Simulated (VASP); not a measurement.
# Se (P6/mmm) in VASP: a series of runs, part 2 of 3

VASP 6.6.1.

## 3. Single point, revPBE (volume scaled by 1.04)

File INCAR:

```
PREC     = Accurate       # precision mode
ENCUT    = 520            # plane-wave cutoff, eV
EDIFF    = 1E-6           # SCF threshold, eV
ISMEAR   = -1             # smearing method
SIGMA    = 0.1            # smearing width, eV
LREAL    = F              # projectors in reciprocal space
LASPH    = T              # aspherical terms in the spheres
NELM     = 100            # most SCF steps
ALGO     = Normal         # electronic algorithm
ISIF     = 2              # what is computed and relaxed
LWAVE    = F              # write WAVECAR
LCHARG   = F              # write CHGCAR
GGA      = RE             # functional
NBANDS   = 16             # bands
```

File KPOINTS:

```
regular mesh
0
Gamma
  9 9 10
```

File POSCAR:

```
Se
1.0
    4.7685149152      0.0000000000      0.0000000000
   -2.3842574576      4.1296550549      0.0000000000
    0.0000000000      0.0000000000      3.4634453821
Se
3
Direct
    0.0000000000      0.0000000000      0.0000000000
    0.3333333333      0.6666666667      0.5000000000
    0.6666666667      0.3333333333      0.5000000000
```

Potentials or basis: VASP PAW PBE potentials, release 64 (Se).

Launch:

```console
$ cat potpaw_PBE.64/Se/POTCAR > POTCAR
$ mpirun -np 1 vasp_std > vasp.out
```

OUTCAR:

```text
PREC = Accurate
   ENCUT = 520
   EDIFF = 1E-6
   ISMEAR = -1
   LREAL = F
   LASPH = T
   NELM = 100
   ISIF = 2
   GGA = RE

 ion  position               nearest neighbor table
   1  0.000  0.000  0.000-
   2  0.333  0.667  0.500-   3 2.75   3 2.75   3 2.75
   3  0.667  0.333  0.500-   2 2.75   2 2.75   2 2.75

  LATTYP: Found a hexagonal cell.
 ALAT       =     4.7685149152
 C/A-ratio  =     0.7263153086

  Lattice vectors:

 A1 = (   4.7685149152,   0.0000000000,   0.0000000000)
 A2 = (  -2.3842574576,   4.1296550549,   0.0000000000)
 A3 = (   0.0000000000,   0.0000000000,   3.4634453821)

Analysis of symmetry for initial positions (statically):
=====================================================================
 Subroutine PRICEL returns:
 Original cell was already a primitive cell.

 Routine SETGRP: Setting up the symmetry group for a
 hexagonal supercell.

 Subroutine GETGRP returns: Found 24 space group operations
 (whereof 24 operations were pure point group operations)
 out of a pool of 24 trial point group operations.

The static configuration has the point symmetry D_6h.

Analysis of symmetry for dynamics (positions and initial velocities):
=====================================================================
 Subroutine PRICEL returns:
 Original cell was already a primitive cell.

 Routine SETGRP: Setting up the symmetry group for a
 hexagonal supercell.

 Subroutine GETGRP returns: Found 24 space group operations
 (whereof 24 operations were pure point group operations)
 out of a pool of 24 trial point group operations.

The dynamic configuration has the point symmetry D_6h.

 Subroutine INISYM returns: Found 24 space group operations
 (whereof 24 operations are pure point group operations),
[... 107 lines left out ...]
   TEBEG  =    0.0;   TEEND  =   0.0 temperature during run
   PSTRESS=    0.0 pullay stress
   NELECT =      18.0000    total number of electrons
   NUPDOWN=      -1.0000    fix difference up-down
   EMIN   =  10.00;   EMAX   =-10.00  energy-range for DOS
   EFERMI =   0.00;   METHOD = LEGACY
   ISMEAR =    -1;   SIGMA  =   0.10  broadening in eV -4-tet -1-fermi 0-gaus
   EFERMI_NEDOS =   21; number of points for ismear=-14 and -15
   IALGO  =     38    algorithm
   IMIX   =      4    mixing-type and parameters
     AMIX     =   0.40;   BMIX     =  1.00
     AMIX_MAG =   1.60;   BMIX_MAG =  1.00
  volume/ion in A,a.u.               =      22.73       153.42
  Fermi-wavevector in a.u.,A,eV,Ry     =   1.050100  1.984401 15.003275  1.102710
  Thomas-Fermi vector in A             =   2.185089
   LORBIT       =      0    0 simple, 1 ext, 2 COOP (PROOUT), +10 PAW based schemes
   GGA     = RE    functional components
   LHFCALC =     F    Hartree Fock is set to
   AEXX    =    0.0000 exact exchange contribution
   IVDW    =     0    specifies the selected vdW correction
   LEPSILON=     F    determine dielectric tensor
   LRPA    =     F    only Hartree local field effects (RPA)
 non-spin polarized calculation
  energy-cutoff  :      520.00
  volume of cell :       68.20
 maximum number of plane-waves:      1860
 NGX is ok and might be reduce to    36
   NGX = 17   NGY = 17   NGZ = 13

 number of electron      18.0000004 magnetization

 Free energy of the ion-electron system (eV)
  ---------------------------------------------------
  ext. energy  EPLUGINS =         0.00000000
  ---------------------------------------------------
  free energy    TOTEN  =        -7.64764327 eV

  energy without entropy =       -7.56527083  energy(sigma->0) =       -7.60645705

 E-fermi :   4.2760     XC(G=0):  -9.9788

 val. band max:        4.2310201888   @ k =   0.2222   0.1111   0.3000
 cond. band min:       4.2786819008   @ k =   0.3333   0.2222   0.4000
 fundamental gap:      0.0476617120
 Fermi energy:         4.2759739364

 k-point     1 :       0.0000    0.0000    0.0000
  band No.  band energies     occupation
      1     -11.1966      2.00000
      2      -7.2897      2.00000
      3      -6.8186      2.00000
      4      -0.2976      2.00000
      5      -0.2976      2.00000
      6       0.8405      2.00000
[... 433 lines left out ...]
      3      -8.4966      2.00000
      4      -0.4375      2.00000
      5       1.1747      2.00000
      6       1.1747      2.00000
[... 8 lines left out ...]
     15      12.6504      0.00000
     16      14.0805      0.00000

 [... further k-points ...]
[... 5 lines left out ...]
  --------------------------------------------------------------------------------------
  -------------------------------------------------------------------------------------
  Total       -1.1691025     -1.1691025     -0.5055395      0.0000000     -0.0000000      0.0000000
  in kB      -27.4636271    -27.4636271    -11.8757315      0.0000000     -0.0000000      0.0000000
  external PRESSURE =     -22.2676619 kB  Pullay stress =       0.0000000 kB

 VOLUME and BASIS-vectors are now :
 -----------------------------------------------------------------------------
  energy-cutoff  :      520.00
  volume of cell :       68.20
      direct lattice vectors                 reciprocal lattice vectors
     4.768514915  0.000000000  0.000000000     0.209708896  0.121075488  0.000000000
    -2.384257458  4.129655055  0.000000000     0.000000000  0.242150975  0.000000000
     0.000000000  0.000000000  3.463445382     0.000000000  0.000000000  0.288729831

 POSITION                                       TOTAL-FORCE (eV/Angst)
 -----------------------------------------------------------------------------------
      0.00000      0.00000      0.00000        -0.000000      0.000000      0.000000
     -0.00000      2.75310      1.73172        -0.000000      0.000000     -0.000000
      2.38426      1.37655      1.73172         0.000000     -0.000000      0.000000
 -----------------------------------------------------------------------------------
    total drift:                                0.000000      0.000000     -0.000000

  FREE ENERGIE OF THE ION-ELECTRON SYSTEM (eV)
  ---------------------------------------------------
  free  energy   TOTEN  =        -7.6476432650 eV

  energy  without entropy=       -7.5652708323  energy(sigma->0) =       -7.60645705
```

OSZICAR:

```text
N       E                     dE             d eps       ncg     rms          rms(c)
DAV:   1     0.719594568789E+02    0.71959E+02   -0.76068E+03  2304   0.967E+02
DAV:   2    -0.385777903219E+01   -0.75817E+02   -0.72517E+02  3192   0.154E+02
DAV:   3    -0.769168418737E+01   -0.38339E+01   -0.38080E+01  2816   0.367E+01
DAV:   4    -0.771225279241E+01   -0.20569E-01   -0.20562E-01  3128   0.321E+00
DAV:   5    -0.771235228275E+01   -0.99490E-04   -0.99489E-04  2848   0.220E-01    0.506E+00
DAV:   6    -0.766097677120E+01    0.51376E-01   -0.17417E-01  2888   0.230E+00    0.311E+00
DAV:   7    -0.764904119613E+01    0.11936E-01   -0.50212E-02  2840   0.142E+00    0.185E+00
DAV:   8    -0.764772211589E+01    0.13191E-02   -0.21571E-02  3016   0.872E-01    0.174E-01
DAV:   9    -0.764764069006E+01    0.81426E-04   -0.15119E-03  2816   0.216E-01    0.852E-02
DAV:  10    -0.764763960041E+01    0.10896E-05   -0.16213E-04  3080   0.733E-02    0.199E-02
DAV:  11    -0.764764300094E+01   -0.34005E-05   -0.13729E-05  2968   0.229E-02    0.781E-03
DAV:  12    -0.764764326502E+01   -0.26408E-06   -0.21923E-06  2816   0.108E-02
   1 F= -.76476433E+01 E0= -.76064570E+01  d E =-.823724E-01
```

It took 26 s on 1 thread of Intel Xeon 6975P-C (Granite Rapids), shared host; peak memory 0.2 GiB.

Results:

```yaml
Free_energy: -7.6476 eV
Pressure: -2.2 GPa
Band_gap_on_the_k_mesh: zero (band 9 reaches 5.68 eV, above the bottom of band 10 at 2.87 eV)
```

Stress tensor (GPa, compression positive):
```
-2.75  0.00  0.00
 0.00 -2.75  0.00
 0.00  0.00 -1.19
```

Caveat: the PAW data sets were made with another functional, which shifts forces and pressure a little.

(Part 2 of 3 ends here.)
